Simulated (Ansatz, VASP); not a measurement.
**Re in VASP and in Ansatz**

```xyz
1
Lattice="0.0000 1.8868 1.8868 1.8868 0.0000 1.8868 1.8868 1.8868 0.0000" Properties=species:S:1:pos:R:3 pbc="T T T"
Re    0.0000    0.0000    0.0000
```

Change from the starting cell: volume scaled by 0.92, LAPW.

Alike in both runs: task single point; functional PBEsol; k mesh 17 × 17 × 17; occupations fermi-dirac, width 0.05 eV; no spin polarisation.

|  | VASP | Ansatz |
| --- | --- | --- |
| version | VASP 6.6.1 | Ansatz 0.2.0 |
| potentials or method | VASP PAW PBE potentials, release 64 (Re), cutoff 520 eV | all-electron LAPW, scalar-relativistic |

```csv
,VASP,Ansatz,Ansatz less VASP
pressure (GPa),40.0,38.8,-1.12
```

VASP's potentials were made for PBE, not for PBEsol. Both programs put the cell under a high pressure, so it lies far from rest at this level. Ansatz ran all-electron here, and VASP with PAW potentials.

Neither program's run includes spin-orbit coupling.
